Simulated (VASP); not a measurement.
# Nb2C3 (P6/mmm) in VASP: notebook

The runs below take Nb2C3 through single point, with PBE.

Program: VASP 6.6.1. These are calculated values, not measurements. Logs are shortened: lines on timing, memory, paths and dates and some standing lists are left out, and cuts for length are marked.

## 1. The cell of the first run

Symmetry: P6/mmm, No. 191, hexagonal system. Conventional cell: a = 3.766 Å, b = 3.766 Å, c = 6.843 Å, α = 90.00°, β = 90.00°, γ = 120.00°. Nb (site symmetry -6m2) has 3 Nb at 2.17 Å within 2.9 Å. C (site symmetry mmm) has 4 C at 1.88 Å within 2.5 Å.

The cell was built from a structure type or drawn by symmetry, and may not be a known phase.

## 2. Single point, PBE

Contents of INCAR:

```
SYSTEM = Nb2C3
PREC = Accurate
ENCUT = 520
EDIFF = 1E-7
ISMEAR = 0
SIGMA = 0.1
LREAL = .False.
LASPH = .True.
NELM = 80
ALGO = Normal
ISIF = 2
LWAVE = .False.
LCHARG = .False.
GGA = PE
NBANDS = 27
```

Contents of KPOINTS:

```
regular mesh
0
Gamma
  6 6 4
  0 0 0
```

Contents of POSCAR:

```
Nb2C3
1.0
    3.7660292900      0.0000000000      0.0000000000
   -1.8830146500      3.2614770400      0.0000000000
    0.0000000000      0.0000000000      6.8426129600
Nb C
2 3
Direct
    0.3333333300      0.6666666700      0.5000000000
    0.6666666700      0.3333333300      0.5000000000
    0.5000000000      0.0000000000      0.0000000000
    0.0000000000      0.5000000000      0.0000000000
    0.5000000000      0.5000000000      0.0000000000
```

Potentials or basis: VASP PAW PBE potentials, release 64 (Nb_sv, C).

Started as:

```
$ cat potpaw_PBE.64/Nb_sv/POTCAR potpaw_PBE.64/C/POTCAR > POTCAR
$ mpirun -np 1 vasp_std > vasp.out
```

OUTCAR:

```text
SYSTEM = Nb2C3
   PREC = Accurate
   ENCUT = 520
   EDIFF = 1E-7
   ISMEAR = 0
   LREAL = .False.
   LASPH = .True.
   NELM = 80
   ISIF = 2
   GGA = PE

 ion  position               nearest neighbor table
   1  0.333  0.667  0.500-   2 2.17   2 2.17   2 2.17
   2  0.667  0.333  0.500-   1 2.17   1 2.17   1 2.17
   3  0.500  0.000  0.000-   4 1.88   4 1.88   5 1.88   5 1.88
   4  0.000  0.500  0.000-   5 1.88   5 1.88   3 1.88   3 1.88
   5  0.500  0.500  0.000-   4 1.88   4 1.88   3 1.88   3 1.88

  LATTYP: Found a hexagonal cell.
 ALAT       =     3.7660292900
 C/A-ratio  =     1.8169303617

  Lattice vectors:

 A1 = (   3.7660292900,   0.0000000000,   0.0000000000)
 A2 = (  -1.8830146500,   3.2614770400,   0.0000000000)
 A3 = (   0.0000000000,   0.0000000000,   6.8426129600)

Analysis of symmetry for initial positions (statically):
=====================================================================
 Subroutine PRICEL returns:
 Original cell was already a primitive cell.

 Routine SETGRP: Setting up the symmetry group for a
 hexagonal supercell.

 Subroutine GETGRP returns: Found 24 space group operations
 (whereof 24 operations were pure point group operations)
 out of a pool of 24 trial point group operations.

The static configuration has the point symmetry D_6h.

Analysis of symmetry for dynamics (positions and initial velocities):
=====================================================================
 Subroutine PRICEL returns:
 Original cell was already a primitive cell.

 Routine SETGRP: Setting up the symmetry group for a
 hexagonal supercell.

 Subroutine GETGRP returns: Found 24 space group operations
 (whereof 24 operations were pure point group operations)
 out of a pool of 24 trial point group operations.

The dynamic configuration has the point symmetry D_6h.

 Subroutine INISYM returns: Found 24 space group operations
 (whereof 24 operations are pure point group operations),
 and found     1 'primitive' translations

----------------------------------------------------------------------------------------

                                     Primitive cell

  volume of cell :      84.0466

  direct lattice vectors                    reciprocal lattice vectors
     3.766029290  0.000000000  0.000000000     0.265531658  0.153304774  0.000000000
    -1.883014650  3.261477040  0.000000000     0.000000000  0.306609548  0.000000000
     0.000000000  0.000000000  6.842612960     0.000000000  0.000000000  0.146143002

  length of vectors
     3.766029290  3.766029295  6.842612960     0.306609548  0.306609548  0.146143002

  position of ions in fractional coordinates (direct lattice)
     0.333333330  0.666666670  0.500000000
     0.666666670  0.333333330  0.500000000
     0.500000000  0.000000000  0.000000000
     0.000000000  0.500000000  0.000000000
     0.500000000  0.500000000  0.000000000

  ion indices of the primitive-cell ions
   primitive index   ion index
                 1           1
                 2           2
                 3           3
                 4           4
                 5           5

----------------------------------------------------------------------------------------

 KPOINTS: regular mesh

Automatic generation of k-mesh.
 Grid dimensions read from file:
 generate k-points for:    6    6    4

 Generating k-lattice:

  Cartesian coordinates                     Fractional coordinates (reciprocal lattice)
     0.044255276  0.025550796  0.000000000     0.166666667  0.000000000  0.000000000
     0.000000000  0.051101591  0.000000000     0.000000000  0.166666667  0.000000000
     0.000000000  0.000000000  0.036535751     0.000000000  0.000000000  0.250000000

  Length of vectors
     0.051101591  0.051101591  0.036535751

  Shift w.r.t. Gamma in fractional coordinates (k-lattice)
     0.000000000  0.000000000  0.000000000

 Subroutine IBZKPT returns following result:
 ===========================================

 Found     21 irreducible k-points:

 Following reciprocal coordinates:
            Coordinates               Weight
  0.000000  0.000000  0.000000      1.000000
  0.166667  0.000000  0.000000      6.000000
  0.333333  0.000000  0.000000      6.000000
  0.500000  0.000000  0.000000      3.000000
  0.166667  0.166667  0.000000      6.000000
  0.333333  0.166667  0.000000     12.000000
[... 13 lines left out ...]
  0.333333  0.166667  0.500000     12.000000
  0.333333  0.333333  0.500000      2.000000
   k-points           NKPTS =     21   k-points in BZ     NKDIM =     21   number of bands    NBANDS=     27
   number of dos      NEDOS =    301   number of ions     NIONS =      5
   total plane-waves  NPLWV =  42336
   dimension x,y,z NGX =    28 NGY =   28 NGZ =   54
   dimension x,y,z NGXF=    56 NGYF=   56 NGZF=  108
   ions per type =               2   3
   NGX,Y,Z   is equivalent  to a cutoff of  12.36, 12.36, 13.12 a.u.
   NGXF,Y,Z  is equivalent  to a cutoff of  24.72, 24.72, 26.24 a.u.
 SYSTEM =  Nb2C3
   PREC   = accura    normal or accurate (medium, high low for compatibility)
   ISTART =      0    job   : 0-new  1-cont  2-samecut
   ICHARG =      2    charge: 1-file 2-atom 10-const
   ISPIN  =      1    spin polarized calculation?
   LNONCOLLINEAR =      F non collinear calculations
   LSORBIT =      F    spin-orbit coupling
   LASPH  =      T    aspherical Exc in radial PAW
   ENCUT  =  520.0 eV  38.22 Ry    6.18 a.u.   7.00  7.00 12.72*2*pi/ulx,y,z
   NELM   =     80;   NELMIN=  2; NELMDL= -5     # of ELM steps
   EDIFF  = 0.1E-06   stopping-criterion for ELM
   LREAL  =      F    real-space projection
   EDIFFG = 0.1E-05   stopping-criterion for IOM
   NSW    =      0    number of steps for IOM
   IBRION =     -1    ionic relax: 0-MD 1-quasi-New 2-CG
   NFREE  =      0    steps in history (QN), initial steepest desc. (CG)
   ISIF   =      2    stress and relaxation
   ISYM   =      2    0-nonsym 1-usesym 2-fastsym
   POTIM  = 0.5000    time-step for ionic-motion
   TEBEG  =    0.0;   TEEND  =   0.0 temperature during run
   PSTRESS=    0.0 pullay stress
   NELECT =      38.0000    total number of electrons
   NUPDOWN=      -1.0000    fix difference up-down
   EMIN   =  10.00;   EMAX   =-10.00  energy-range for DOS
   EFERMI =   0.00;   METHOD = LEGACY
   ISMEAR =     0;   SIGMA  =   0.10  broadening in eV -4-tet -1-fermi 0-gaus
   EFERMI_NEDOS =   21; number of points for ismear=-14 and -15
   IALGO  =     38    algorithm
   IMIX   =      4    mixing-type and parameters
     AMIX     =   0.40;   BMIX     =  1.00
     AMIX_MAG =   1.60;   BMIX_MAG =  1.00
  volume/ion in A,a.u.               =      16.81       113.43
  Fermi-wavevector in a.u.,A,eV,Ry     =   1.256501  2.374442 21.480793  1.578794
  Thomas-Fermi vector in A             =   2.390206
   LORBIT       =      0    0 simple, 1 ext, 2 COOP (PROOUT), +10 PAW based schemes
   GGA     = PE    functional components
   LHFCALC =     F    Hartree Fock is set to
   AEXX    =    0.0000 exact exchange contribution
   IVDW    =     0    specifies the selected vdW correction
   LEPSILON=     F    determine dielectric tensor
   LRPA    =     F    only Hartree local field effects (RPA)
 non-spin polarized calculation
 Gauss-broadening in eV      SIGMA  =   0.10
  energy-cutoff  :      520.00
  volume of cell :       84.05
 maximum number of plane-waves:      2289
 NGX is ok and might be reduce to    28
   NGX = 13   NGY = 13   NGZ = 25

 number of electron      37.9999998 magnetization

 Free energy of the ion-electron system (eV)
  ---------------------------------------------------
  ext. energy  EPLUGINS =         0.00000000
  ---------------------------------------------------
  free energy    TOTEN  =       -29.88594298 eV

  energy without entropy =      -29.85210789  energy(sigma->0) =      -29.86902544

 E-fermi :   5.2400     XC(G=0): -10.0556

 val. band max:        5.2378006500   @ k =   0.3333   0.1667   0.2500
 cond. band min:       5.2470629741   @ k =   0.3333   0.1667   0.5000
 fundamental gap:      0.0092623241
 Fermi energy:         5.2400031225

 k-point     1 :       0.0000    0.0000    0.0000
  band No.  band energies     occupation
      1     -49.8014      2.00000
      2     -47.5330      2.00000
      3     -27.3178      2.00000
      4     -27.3178      2.00000
      5     -25.6035      2.00000
      6     -23.9930      2.00000
[... 19 lines left out ...]
     26       8.7703      0.00000
     27       9.2431      0.00000

 k-point     2 :       0.1667    0.0000    0.0000
  band No.  band energies     occupation
      1     -49.6851      2.00000
      2     -47.6895      2.00000
      3     -27.4233      2.00000
      4     -27.0935      2.00000
      5     -25.5152      2.00000
      6     -24.0962      2.00000
[... 19 lines left out ...]
     26       9.3615      0.00000
     27       9.7003      0.00000

 k-point     3 :       0.3333    0.0000    0.0000
  band No.  band energies     occupation
      1     -49.3767      2.00000
      2     -48.0770      2.00000
      3     -27.6148      2.00000
      4     -26.5832      2.00000
      5     -25.2839      2.00000
      6     -24.3572      2.00000
[... 19 lines left out ...]
     26       9.3668      0.00000
     27      11.0250      0.00000

 k-point     4 :       0.5000    0.0000    0.0000
  band No.  band energies     occupation
      1     -49.1201      2.00000
      2     -48.3725      2.00000
      3     -27.7026      2.00000
      4     -26.2756      2.00000
      5     -25.0945      2.00000
      6     -24.5613      2.00000
[... 19 lines left out ...]
     26       8.6341      0.00000
     27       9.1878      0.00000
[... 426 lines left out ...]
      4     -26.6482      2.00000
      5     -25.3524      2.00000
      6     -24.2813      2.00000
[... 19 lines left out ...]
     26       9.1863      0.00000
     27      10.8618      0.00000

 k-point    20 :       0.3333    0.1667    0.5000
  band No.  band energies     occupation
      1     -49.1204      2.00000
      2     -48.3721      2.00000
      3     -27.8016      2.00000
      4     -26.0118      2.00000
      5     -25.0950      2.00000
      6     -24.5608      2.00000
[... 19 lines left out ...]
     26       8.9640      0.00000
     27       8.9944      0.00000

 k-point    21 :       0.3333    0.3333    0.5000
  band No.  band energies     occupation
      1     -48.7559      2.00000
      2     -48.7559      2.00000
      3     -27.9245      2.00000
      4     -25.0571      2.00000
      5     -25.0571      2.00000
      6     -24.8315      2.00000
[... 19 lines left out ...]
     26      10.3756      0.00000
     27      11.1951      0.00000

------------------------ aborting loop because EDIFF is reached ----------------------------------------

  FORCE on cell =-STRESS in cart. coord.  units (eV):
  Direction    XX          YY          ZZ          XY          YZ          ZX
  --------------------------------------------------------------------------------------
  -------------------------------------------------------------------------------------
  Total        2.5691910      2.5691910     -6.6058156     -0.0000000      0.0000000     -0.0000000
  in kB       48.9764143     48.9764144   -125.9264722     -0.0000001      0.0000000     -0.0000000
  external PRESSURE =      -9.3245478 kB  Pullay stress =       0.0000000 kB

 VOLUME and BASIS-vectors are now :
 -----------------------------------------------------------------------------
  energy-cutoff  :      520.00
  volume of cell :       84.05
      direct lattice vectors                 reciprocal lattice vectors
     3.766029290  0.000000000  0.000000000     0.265531658  0.153304774  0.000000000
    -1.883014650  3.261477040  0.000000000     0.000000000  0.306609548  0.000000000
     0.000000000  0.000000000  6.842612960     0.000000000  0.000000000  0.146143002

 POSITION                                       TOTAL-FORCE (eV/Angst)
 -----------------------------------------------------------------------------------
     -0.00000      2.17432      3.42131        -0.000000     -0.000000      0.000000
      1.88301      1.08716      3.42131        -0.000000      0.000000     -0.000000
      1.88301      0.00000      0.00000         0.000000      0.000000      0.000000
     -0.94151      1.63074      0.00000         0.000000      0.000000      0.000000
      0.94151      1.63074      0.00000         0.000000      0.000000      0.000000
 -----------------------------------------------------------------------------------
    total drift:                                0.000000      0.000000      0.000000

  FREE ENERGIE OF THE ION-ELECTRON SYSTEM (eV)
  ---------------------------------------------------
  free  energy   TOTEN  =       -29.8859429840 eV

  energy  without entropy=      -29.8521078895  energy(sigma->0) =      -29.86902544
```

It took 2.2 min on 1 thread of Intel Xeon 8259CL, shared host; peak memory 0.21 GiB.

What came out:

| Property | Result |
| --- | --- |
| Free energy | -29.8859 eV |
| Pressure | -0.9 GPa |
| Band gap on the k mesh | zero (bands 19 and 20 overlap by 1.28 eV) |

Levels at points of the mesh, in eV from the Fermi level:
```tsv
k point	band 16	band 17	band 18	band 19	band 20	band 21	band 22	band 23
(0.00, 0.00, 0.00)	-2.87	-1.56	-1.28	-1.28	1.08	1.08	2.65	2.65
(0.50, 0.00, 0.00)	-2.19	-1.99	-0.30	0.12	1.65	2.12	2.24	2.30
(0.00, 0.00, 0.50)	-2.65	-1.19	-1.19	-0.16	1.07	1.07	1.66	2.43
(0.50, 0.00, 0.50)	-1.99	-1.61	-1.48	0.69	1.97	2.06	2.23	2.45
```

## 3. Single point, PBE

This run uses another cell than the first one, of 15.34 Å³/atom.

Contents of INCAR:

```
SYSTEM = Nb2C3
ALGO = Normal ; EDIFF = 1E-7
ENCUT = 520 ; GGA = PE
ISIF = 2 ; ISMEAR = 0
LASPH = .True. ; LCHARG = .True.
LELF = .True. ; LREAL = .False.
LVHAR = .True. ; LWAVE = .False.
NBANDS = 27 ; NELM = 100
PREC = Accurate ; SIGMA = 0.1
```

Contents of KPOINTS:

```
k-points
0
Gamma
  12 12 12
  0 0 0
```

Contents of POSCAR:

```
Nb2C3
1.0
    5.4647954731      0.0000000000      0.0000000000
   -2.7323977366      4.7326517062      0.0000000000
    0.0000000000      0.0000000000      2.9657635314
Nb C
2 3
Direct
    0.3333333333      0.6666666667      0.5000000000
    0.6666666667      0.3333333333      0.5000000000
    0.5000000000      0.0000000000      0.0000000000
    0.0000000000      0.5000000000      0.0000000000
    0.5000000000      0.5000000000      0.0000000000
```

Potentials or basis: VASP PAW PBE potentials, release 64 (Nb_sv, C).

Started as:

```
$ cat potpaw_PBE.64/Nb_sv/POTCAR potpaw_PBE.64/C/POTCAR > POTCAR
$ mpirun -np 1 vasp_std > vasp.out
```

Wall time 9.4 min (1 thread of Intel Xeon 8259CL, shared host); peak memory 0.36 GiB.

The run converged. Its results:

```yaml
Free_energy: -45.9093 eV
Pressure: -0.3 GPa
Band_gap_on_the_k_mesh: zero (bands 19 and 20 overlap by 2.02 eV)
```

Stress tensor (GPa, compression positive):
```
-0.23  0.00  0.00
 0.00 -0.23  0.00
 0.00  0.00 -0.39
```

Levels at points of the mesh, in eV from the Fermi level:
```tsv
k point	band 16	band 17	band 18	band 19	band 20	band 21	band 22	band 23
(0.00, 0.00, 0.00)	-2.61	-2.11	0.34	0.34	0.96	1.80	1.86	1.86
(0.50, 0.00, 0.00)	-2.64	-1.96	-0.96	-0.91	0.44	1.43	2.46	2.53
(0.00, 0.00, 0.50)	-3.38	-1.96	0.74	0.74	0.80	0.80	2.63	4.15
(0.50, 0.00, 0.50)	-3.15	-3.08	-0.17	-0.08	1.02	1.86	2.24	2.91
```
